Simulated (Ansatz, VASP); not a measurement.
One calculation of Cu3N, two programs

The input INCAR:

```
SYSTEM = Cu3N
ALGO = Normal
EDIFF = 1E-6
ENCUT = 600
GGA = PS
GGA_COMPAT = .False.
ISIF = 2
ISMEAR = 0
LASPH = .True.
LCHARG = .False.
LREAL = .False.
LWAVE = .False.
NBANDS = 27
NELM = 120
PREC = Accurate
SIGMA = 0.01
```

KPOINTS

```
k-points
0
Gamma
  6 6 6
  0 0 0
```

Contents of POSCAR:

```
Cu3N
1.0
    3.8070000000      0.0000000000      0.0000000000
    0.0000000000      3.8070000000      0.0000000000
    0.0000000000      0.0000000000      3.8070000000
Cu N
3 1
Direct
    0.5000000000      0.0000000000      0.0000000000
    0.0000000000      0.5000000000      0.0000000000
    0.0000000000      0.0000000000      0.5000000000
    0.0000000000      0.0000000000      0.0000000000
```

Input for Ansatz:

```yaml
crystal:
  lattice:
    - [3.807, 0.0, 0.0]
    - [0.0, 3.807, 0.0]
    - [0.0, 0.0, 3.807]
  atoms:
    - { symbol: Cu, position: [0.5, 0.0, 0.0] }
    - { symbol: Cu, position: [0.0, 0.5, 0.0] }
    - { symbol: Cu, position: [0.0, 0.0, 0.5] }
    - { symbol: "N", position: [0.0, 0.0, 0.0] }
basis:
  ecutwfc: 510.0
kpoints:
  mp_grid:
    grid: [6, 6, 6]
hamiltonian:
  xc: pbesol
scf:
  occupations:
    method: fixed
output:
  stress: true
  eigenvalues: true
```

Alike in both runs: task single point; functional PBEsol; k mesh 6 × 6 × 6; no spin polarisation.

|  | VASP | Ansatz |
| --- | --- | --- |
| version | VASP 6.6.1 | Ansatz 0.2.0 |
| potentials or method | VASP PAW PBE potentials, release 64 (Cu, N), cutoff 600 eV | plane waves, PAW |
| occupations | gaussian, width 0.01 eV | fixed |
| valence electrons in the cell | 38 | 62 |

```csv
,VASP,Ansatz,Ansatz less VASP
gap on the k mesh at the Fermi level (eV),0.14,0.12,-0.020
pressure (GPa),-3.3,-3.9,-0.65
```

VASP's potentials were made for PBE, not for PBEsol. VASP's potentials hold 38 valence electrons a cell and Ansatz's 62, so a difference there can come from the potentials and not from the codes.
